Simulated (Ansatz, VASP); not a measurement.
**La2Zr2O in VASP and in Ansatz**

```xyz
5
Lattice="5.0309 0.0000 0.0000 0.0000 5.0309 0.0000 0.0000 0.0000 6.6836" Properties=species:S:1:pos:R:3 pbc="T T T"
La    0.0000    2.5155    0.0000
La    2.5155    0.0000    0.0000
Zr    2.5155    2.5155    4.4852
Zr    2.5155    2.5155    2.1984
O     2.5155    2.5155    0.0000
```

Alike in both runs: functional PBE; k mesh 8 × 8 × 6; occupations gaussian, width 0.1 eV; no spin polarisation.

Ansatz relaxed the structure, and its values are those at the end. VASP's run is a single point on that final structure, the one shown.

```csv
,VASP,Ansatz
version,VASP 6.6.1,Ansatz 0.2.0
potentials or method,"VASP PAW PBE potentials, release 64 (La, Zr_sv, O), cutoff 520 eV","scalar-relativistic, plane waves, PAW"
valence electrons in the cell,52,52
```

```tsv
	VASP	Ansatz	Ansatz less VASP
gap on the k mesh at the Fermi level (eV)	none	none	-
pressure (GPa)	0.1	0.0	-0.05
rms of the force components (eV/Å)	0.032	0.000	-0.0322
```

A gap of «none» marks a metal or a gap that the smearing closes.

Neither program's run includes spin-orbit coupling.
